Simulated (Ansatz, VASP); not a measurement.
# AlN: VASP beside Ansatz

```
CELL_PARAMETERS angstrom
-3.11356 0.00000 0.00000
-1.55678 -2.69642 0.00000
-0.64866 -1.12351 10.26670
ATOMIC_POSITIONS crystal
Al 0.33333 0.96747 0.87807
Al 0.33333 0.16971 0.39269
Al 0.66667 0.60417 0.14999
Al 0.66667 0.40193 0.63538
N 0.33333 0.29471 0.09270
N 0.33333 0.09246 0.57809
N 0.66667 0.52692 0.33540
N 0.66667 0.32467 0.82079
```

Alike in both runs: task single point; functional PBEsol; k mesh 8 × 8 × 3; occupations gaussian, width 0.05 eV; no spin polarisation.

```csv
,VASP,Ansatz
version,VASP 6.6.1,Ansatz 0.2.0
potentials or method,"VASP PAW PBE potentials, release 64 (Al, N), cutoff 520 eV","scalar-relativistic, plane waves, PAW"
valence electrons in the cell,32,32
```

Ansatz gave:

```
gap on the k mesh at the Fermi level (eV)                     : 2.99
least direct gap on the mesh (eV)                             : 2.99
pressure (GPa)                                                : -3.6
traceless stress, the component that is largest in VASP (GPa) : 2.81
rms of the force components (eV/Å)                            : 0.373
```

Q: What did VASP give for the same quantities?

A: gap on the k mesh at the Fermi level (eV): 3.00; least direct gap on the mesh (eV): 3.00; pressure (GPa): -3.6; traceless stress, the component that is largest in VASP (GPa): 2.82; rms of the force components (eV/Å): 0.371.

VASP's potentials were made for PBE, not for PBEsol, and Ansatz warns of the same on its side. Atom by atom the forces differ by 0.003 eV/Å (rms over components). The functional is the same, so the differences come from potentials, cutoffs and numerics.
